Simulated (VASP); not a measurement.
Input of a VASP 6.6.1 run:

INCAR

```
SYSTEM = CdSe
PREC     = Accurate       ! precision mode
ENCUT    = 600            ! plane-wave cutoff, eV
EDIFF    = 1E-7           ! SCF threshold, eV
ISMEAR   = 0              ! smearing method
SIGMA    = 0.01           ! smearing width, eV
LREAL    = .False.        ! projectors in reciprocal space
LASPH    = .True.         ! aspherical terms in the spheres
NELM     = 100            ! most SCF steps
ALGO     = Normal         ! electronic algorithm
ISIF     = 3              ! what is computed and relaxed
LWAVE    = .False.        ! write WAVECAR
LCHARG   = .False.        ! write CHGCAR
GGA      = PS             ! functional
IBRION   = 2              ! ionic algorithm
NSW      = 100            ! ionic steps
EDIFFG   = -0.002         ! ionic threshold
PSTRESS  = 100.0
```

File KPOINTS:

```
regular mesh
0
Gamma
  6 6 6
  0 0 0
```

POSCAR

```
CdSe
1.0
    0.0000000000      3.0413255900      3.0413255900
    3.0413255900      0.0000000000      3.0413255900
    3.0413255900      3.0413255900      0.0000000000
Cd Se
1 1
Direct
    0.0000000000      0.0000000000      0.0000000000
    0.7500000000      0.7500000000      0.7500000000
```

Potentials or basis: VASP PAW PBE potentials, release 64 (Cd, Se).

The run is started by

```sh
$ cat potpaw_PBE.64/Cd/POTCAR potpaw_PBE.64/Se/POTCAR > POTCAR
$ mpirun -np 1 vasp_std > vasp.out
```

(1) Predict the space group after relaxing (to 0.05 Å).

(2) Estimate the relaxed volume.

(3) What does it give for the relaxed cell?

(4) Predict the band gap on the k mesh.

Results:

(1) F-43m (No. 216).

(2) 24.63 Å³/atom.

(3) a = 4.115 Å, b = 4.115 Å, c = 4.115 Å, α = 60.00°, β = 60.00°, γ = 60.00°.

(4) 0.74 eV, direct.

Caveat: the cell is relaxed towards a set pressure, so the enthalpy falls and the energy may rise; the PAW data sets were made with another functional, which shifts forces and pressure a little.
